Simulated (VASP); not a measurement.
Crystal: SnO.

```
CELL_PARAMETERS angstrom
4.22190 0.00000 0.00000
-2.11095 3.65628 0.00000
0.00000 0.00000 5.45605
ATOMIC_POSITIONS crystal
Sn 0.33333 0.66667 0.72965
Sn 0.33333 0.66667 0.27035
O 0.66667 0.33333 0.75531
O 0.66667 0.33333 0.24469
```

The cell was generated, and may not be a known phase.

| Property | Result |
| --- | --- |
| Program | VASP 6.6.1 |
| Task | relaxation of cell and atoms |
| Functional | PBE |
| Potentials or basis | VASP PAW PBE potentials, release 64 (Sn_d, O) |
| Cutoff | 600 eV |
| k mesh | 6 × 6 × 4 |
| Occupations | gaussian, width 0.1 eV |
| Spin | no spin polarisation |

At the start: pressure -5.7 GPa; volume 21.06 Å³/atom.

How do energy, volume and symmetry change on relaxing?

Over 11 steps the energy falls by 596.5 meV/atom and the volume is 18.84 Å³/atom (-10.5 %); space group P-6m2 (No. 187, to 0.1 Å) before and after.

The path:
```csv
step,energy change (eV),largest force (eV/Å),pressure (GPa),volume (Å³)
1,0.0000,4.4191,-5.72,84.22
2,-2.1017,1.1278,6.70,73.48
3,-2.3193,0.9378,-1.02,76.33
4,-2.3648,0.3053,1.51,74.87
5,-2.3666,0.3968,1.11,75.11
6,-2.3835,0.0777,-0.46,76.09
7,-2.3835,0.0782,-0.51,76.10
8,-2.3853,0.0687,-0.09,75.61
9,-2.3854,0.0639,0.10,75.37
10,-2.3859,0.0414,0.04,75.37
11,-2.3860,0.0267,-0.01,75.36
```

Final structure:
```
Sn O
1.0
     3.78743    0.00000    0.00000
    -1.89371    3.28001    0.00000
     0.00000    0.00000    6.06658
Sn O
2 2
Direct
  0.33333 0.66667 0.74999
  0.33333 0.66667 0.25001
  0.66667 0.33333 0.75087
  0.66667 0.33333 0.24913
```
